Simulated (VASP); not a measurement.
# Re (P6_3/mmc) in VASP: a series of runs

Re is run at these levels: PBEsol, RPBE+D3(BJ), LDA, PBEsol+D3(BJ); tasks: single point.

Program: VASP 6.6.1. These are calculated values, not measurements. Logs are shortened: lines on timing, memory, paths and dates and some standing lists are left out, and cuts for length are marked.

## 1. The cell of the first run

It takes space group P6_3/mmc (No. 194, hexagonal). The conventional cell has a = 2.766 Å, b = 2.766 Å, c = 8.939 Å, α = 90.00°, β = 90.00°, γ = 120.00°. Within 3.6 Å of Re (site symmetry -6m2) lie 12 Re at 2.75 to 2.77 Å. Within 3.6 Å of Re (site symmetry -3m) lie 12 Re at 2.75 to 2.77 Å.

## 2. Single point, PBEsol

Contents of INCAR:

```
  PREC = Accurate
  ENCUT = 520
  EDIFF = 1E-6
  ISMEAR = -1
  SIGMA = 0.05
  LREAL = F
  LASPH = T
  NELM = 80
  ALGO = Normal
  ISIF = 2
  LWAVE = F
  LCHARG = F
  GGA = PS
  NBANDS = 22
```

Contents of KPOINTS:

```
regular mesh
0
Gamma
  11 11 3
```

Contents of POSCAR:

```
Re
1.0
    2.7663873939      0.0000000000      0.0000000000
   -1.3831936969      2.3957617598      0.0000000000
    0.0000000000      0.0000000000      8.9388451600
Re
4
Direct
    0.6666666667      0.3333333333      0.7500000000
    0.0000000000      0.0000000000      0.5000000000
    0.3333333333      0.6666666667      0.2500000000
    0.0000000000      0.0000000000      0.0000000000
```

Potentials or basis: VASP PAW PBE potentials, release 64 (Re).

The run is started by

```console
$ cat potpaw_PBE.64/Re/POTCAR > POTCAR
$ mpirun -np 1 vasp_std > vasp.out
```

OUTCAR:

```text
PREC = Accurate
   ENCUT = 520
   EDIFF = 1E-6
   ISMEAR = -1
   LREAL = F
   LASPH = T
   NELM = 80
   ISIF = 2
   GGA = PS

 ion  position               nearest neighbor table
   1  0.667  0.333  0.750-   2 2.75   4 2.75   2 2.75   4 2.75   2 2.75   4 2.75
   2  0.000  0.000  0.500-   1 2.75   3 2.75   3 2.75   1 2.75   1 2.75   3 2.75
   3  0.333  0.667  0.250-   2 2.75   4 2.75   2 2.75   4 2.75   2 2.75   4 2.75
   4  0.000  0.000  0.000-   1 2.75   3 2.75   3 2.75   1 2.75   1 2.75   3 2.75

  LATTYP: Found a hexagonal cell.
 ALAT       =     2.7663873939
 C/A-ratio  =     3.2312340563

  Lattice vectors:

 A1 = (   2.7663873939,   0.0000000000,   0.0000000000)
 A2 = (  -1.3831936969,   2.3957617598,   0.0000000000)
 A3 = (   0.0000000000,   0.0000000000,   8.9388451600)

Analysis of symmetry for initial positions (statically):
=====================================================================
 Subroutine PRICEL returns:
 Original cell was already a primitive cell.

 Routine SETGRP: Setting up the symmetry group for a
 hexagonal supercell.

 Subroutine GETGRP returns: Found 24 space group operations
 (whereof 12 operations were pure point group operations)
 out of a pool of 24 trial point group operations.

The static configuration has the point symmetry D_3d.
 The point group associated with its full space group is D_6h.

Analysis of symmetry for dynamics (positions and initial velocities):
=====================================================================
 Subroutine PRICEL returns:
 Original cell was already a primitive cell.

 Routine SETGRP: Setting up the symmetry group for a
 hexagonal supercell.

 Subroutine GETGRP returns: Found 24 space group operations
 (whereof 12 operations were pure point group operations)
 out of a pool of 24 trial point group operations.

The dynamic configuration has the point symmetry D_3d.
 The point group associated with its full space group is D_6h.

 Subroutine INISYM returns: Found 24 space group operations
 (whereof 12 operations are pure point group operations),
 and found     1 'primitive' translations

----------------------------------------------------------------------------------------

                                     Primitive cell

  volume of cell :      59.2431

  direct lattice vectors                    reciprocal lattice vectors
     2.766387394  0.000000000  0.000000000     0.361482272  0.208701887  0.000000000
    -1.383193697  2.395761760  0.000000000     0.000000000  0.417403774  0.000000000
     0.000000000  0.000000000  8.938845160     0.000000000  0.000000000  0.111871274

  length of vectors
     2.766387394  2.766387394  8.938845160     0.417403774  0.417403774  0.111871274

  position of ions in fractional coordinates (direct lattice)
     0.666666667  0.333333333  0.750000000
     0.000000000  0.000000000  0.500000000
     0.333333333  0.666666667  0.250000000
     0.000000000  0.000000000  0.000000000

  ion indices of the primitive-cell ions
   primitive index   ion index
                 1           1
                 2           2
                 3           3
                 4           4

----------------------------------------------------------------------------------------

 KPOINTS: regular mesh

Automatic generation of k-mesh.
 Grid dimensions read from file:
 generate k-points for:   11   11    3

 Generating k-lattice:

  Cartesian coordinates                     Fractional coordinates (reciprocal lattice)
     0.032862025  0.018972899  0.000000000     0.090909091  0.000000000  0.000000000
     0.000000000  0.037945798  0.000000000     0.000000000  0.090909091  0.000000000
     0.000000000  0.000000000  0.037290425     0.000000000  0.000000000  0.333333333

  Length of vectors
     0.037945798  0.037945798  0.037290425

  Shift w.r.t. Gamma in fractional coordinates (k-lattice)
     0.000000000  0.000000000  0.000000000

 Subroutine IBZKPT returns following result:
 ===========================================

 Found     32 irreducible k-points:

 Following reciprocal coordinates:
            Coordinates               Weight
  0.000000  0.000000  0.000000      1.000000
  0.090909 -0.000000  0.000000      6.000000
  0.181818  0.000000  0.000000      6.000000
  0.272727  0.000000  0.000000      6.000000
  0.363636  0.000000  0.000000      6.000000
  0.454545  0.000000  0.000000      6.000000
[... 16 lines left out ...]
  0.090909  0.090909  0.333333     12.000000
  0.181818  0.090909  0.333333     24.000000
 [... further k-points ...]
   k-points           NKPTS =     32   k-points in BZ     NKDIM =     32   number of bands    NBANDS=     22
   number of dos      NEDOS =    301   number of ions     NIONS =      4
   total plane-waves  NPLWV =  40320
   dimension x,y,z NGX =    24 NGY =   24 NGZ =   70
   dimension x,y,z NGXF=    48 NGYF=   48 NGZF=  140
   ions per type =               4
   NGX,Y,Z   is equivalent  to a cutoff of  14.42, 14.42, 13.02 a.u.
   NGXF,Y,Z  is equivalent  to a cutoff of  28.85, 28.85, 26.04 a.u.
 SYSTEM =  unknown system
   PREC   = accura    normal or accurate (medium, high low for compatibility)
   ISTART =      0    job   : 0-new  1-cont  2-samecut
   ICHARG =      2    charge: 1-file 2-atom 10-const
   ISPIN  =      1    spin polarized calculation?
   LNONCOLLINEAR =      F non collinear calculations
   LSORBIT =      F    spin-orbit coupling
   LASPH  =      T    aspherical Exc in radial PAW
   ENCUT  =  520.0 eV  38.22 Ry    6.18 a.u.   5.14  5.14 16.62*2*pi/ulx,y,z
   NELM   =     80;   NELMIN=  2; NELMDL= -5     # of ELM steps
   EDIFF  = 0.1E-05   stopping-criterion for ELM
   LREAL  =      F    real-space projection
   EDIFFG = 0.1E-04   stopping-criterion for IOM
   NSW    =      0    number of steps for IOM
   IBRION =     -1    ionic relax: 0-MD 1-quasi-New 2-CG
   NFREE  =      0    steps in history (QN), initial steepest desc. (CG)
   ISIF   =      2    stress and relaxation
   ISYM   =      2    0-nonsym 1-usesym 2-fastsym
   POTIM  = 0.5000    time-step for ionic-motion
   TEBEG  =    0.0;   TEEND  =   0.0 temperature during run
   PSTRESS=    0.0 pullay stress
   NELECT =      28.0000    total number of electrons
   NUPDOWN=      -1.0000    fix difference up-down
   EMIN   =  10.00;   EMAX   =-10.00  energy-range for DOS
   EFERMI =   0.00;   METHOD = LEGACY
   ISMEAR =    -1;   SIGMA  =   0.05  broadening in eV -4-tet -1-fermi 0-gaus
   EFERMI_NEDOS =   21; number of points for ismear=-14 and -15
   IALGO  =     38    algorithm
   IMIX   =      4    mixing-type and parameters
     AMIX     =   0.40;   BMIX     =  1.00
     AMIX_MAG =   1.60;   BMIX_MAG =  1.00
  volume/ion in A,a.u.               =      14.81        99.95
  Fermi-wavevector in a.u.,A,eV,Ry     =   1.275209  2.409796 22.125236  1.626159
  Thomas-Fermi vector in A             =   2.407934
   LORBIT       =      0    0 simple, 1 ext, 2 COOP (PROOUT), +10 PAW based schemes
   GGA     = PS    functional components
   LHFCALC =     F    Hartree Fock is set to
   AEXX    =    0.0000 exact exchange contribution
   IVDW    =     0    specifies the selected vdW correction
   LEPSILON=     F    determine dielectric tensor
   LRPA    =     F    only Hartree local field effects (RPA)
 non-spin polarized calculation
  energy-cutoff  :      520.00
  volume of cell :       59.24
 maximum number of plane-waves:      1607
 NGX is ok and might be reduce to    24
   NGX = 11   NGY = 11   NGZ = 33

 number of electron      27.9999999 magnetization

 Free energy of the ion-electron system (eV)
  ---------------------------------------------------
  ext. energy  EPLUGINS =         0.00000000
  ---------------------------------------------------
  free energy    TOTEN  =       -53.46206722 eV

  energy without entropy =      -53.43769977  energy(sigma->0) =      -53.44988349

 E-fermi :   7.7199     XC(G=0): -13.7832

 val. band max:        7.7150055523   @ k =   0.2727   0.0909   0.0000
 cond. band min:       7.7239436961   @ k =   0.3636   0.2727   0.3333
 fundamental gap:      0.0089381438
 Fermi energy:         7.7198995623

 k-point     1 :       0.0000    0.0000    0.0000
  band No.  band energies     occupation
      1      -2.2160      2.00000
      2       0.0885      2.00000
      3       0.1665      2.00000
      4       1.0614      2.00000
      5       5.1952      2.00000
      6       5.2874      2.00000
[... 14 lines left out ...]
     21      10.2208      0.00000
     22      10.2208      0.00000

 k-point     2 :       0.0909   -0.0000    0.0000
  band No.  band energies     occupation
      1      -1.8820      2.00000
      2       0.3989      2.00000
      3       0.4737      2.00000
      4       1.3797      2.00000
      5       4.7912      2.00000
      6       5.0650      2.00000
[... 14 lines left out ...]
     21      10.1645      0.00000
     22      10.2860      0.00000

 k-point     3 :       0.1818    0.0000    0.0000
  band No.  band energies     occupation
      1      -0.9600      2.00000
      2       1.1459      2.00000
      3       1.2060      2.00000
      4       2.1605      2.00000
      5       4.1431      2.00000
      6       4.5557      2.00000
[... 14 lines left out ...]
     21      10.3778      0.00000
     22      10.5643      0.00000

 k-point     4 :       0.2727    0.0000    0.0000
  band No.  band energies     occupation
      1       0.2604      2.00000
      2       1.6323      2.00000
      3       1.7030      2.00000
      4       2.6200      2.00000
      5       3.7908      2.00000
      6       3.9447      2.00000
[... 14 lines left out ...]
     21      11.0324      0.00000
     22      11.1123      0.00000

 k-point     5 :       0.3636    0.0000    0.0000
  band No.  band energies     occupation
      1       1.0493      2.00000
      2       1.4293      2.00000
      3       1.7958      2.00000
      4       2.4431      2.00000
      5       3.3756      2.00000
      6       3.4595      2.00000
[... 417 lines left out ...]
 k-point    22 :       0.4545    0.0000    0.3333
  band No.  band energies     occupation
      1       1.2869      2.00000
      2       1.4402      2.00000
      3       1.7179      2.00000
      4       2.0497      2.00000
      5       2.6174      2.00000
      6       2.7237      2.00000
[... 14 lines left out ...]
     21      12.0376      0.00000
     22      12.5116      0.00000

 k-point    23 :       0.0909    0.0909    0.3333
  band No.  band energies     occupation
      1      -0.9562      2.00000
      2      -0.1368      2.00000
      3       1.8135      2.00000
      4       1.9768      2.00000
      5       4.5095      2.00000
      6       4.7736      2.00000
[... 14 lines left out ...]
     21      10.6263      0.00000
     22      11.2961      0.00000

 k-point    24 :       0.1818    0.0909    0.3333
  band No.  band energies     occupation
      1       0.0927      2.00000
      2       0.7394      2.00000
      3       2.5620      2.00000
      4       2.8175      2.00000
      5       3.7413      2.00000
      6       4.0176      2.00000
[... 14 lines left out ...]
     21      10.7350      0.00000
     22      11.4210      0.00000

 [... further k-points ...]
[... 5 lines left out ...]
  --------------------------------------------------------------------------------------
  -------------------------------------------------------------------------------------
  Total       -2.5697241     -2.5697241     -2.4806749     -0.0000000      0.0000000      0.0000000
  in kB      -69.4958763    -69.4958763    -67.0876204     -0.0000000      0.0000000      0.0000000
  external PRESSURE =     -68.6931243 kB  Pullay stress =       0.0000000 kB

 VOLUME and BASIS-vectors are now :
 -----------------------------------------------------------------------------
  energy-cutoff  :      520.00
  volume of cell :       59.24
      direct lattice vectors                 reciprocal lattice vectors
     2.766387394  0.000000000  0.000000000     0.361482272  0.208701887  0.000000000
    -1.383193697  2.395761760  0.000000000     0.000000000  0.417403774  0.000000000
     0.000000000  0.000000000  8.938845160     0.000000000  0.000000000  0.111871274

 POSITION                                       TOTAL-FORCE (eV/Angst)
 -----------------------------------------------------------------------------------
      1.38319      0.79859      6.70413         0.000000      0.000000      0.000000
      0.00000      0.00000      4.46942         0.000000      0.000000     -0.000000
     -0.00000      1.59717      2.23471        -0.000000      0.000000     -0.000000
      0.00000      0.00000      0.00000        -0.000000      0.000000     -0.000000
 -----------------------------------------------------------------------------------
    total drift:                               -0.000000      0.000000      0.000000

  FREE ENERGIE OF THE ION-ELECTRON SYSTEM (eV)
  ---------------------------------------------------
  free  energy   TOTEN  =       -53.4620672162 eV

  energy  without entropy=      -53.4376997690  energy(sigma->0) =      -53.44988349
```

Wall time 56 s (1 thread of Intel Xeon Platinum 8259CL at 2.50GHz (Skylake/Cascade Lake), shared host); peak memory 0.2 GiB.

Results:

| Item | Value |
| --- | --- |
| Free energy | -53.4621 eV |
| Pressure | -6.9 GPa |
| Band gap on the k mesh | zero (band 14 reaches 8.82 eV, above the bottom of band 15 at 6.42 eV) |

Caveat: the PAW data sets were made with another functional, which shifts forces and pressure a little; spin-orbit coupling is left out, which moves the levels of the heavy elements.

[end of part 1 of 2]
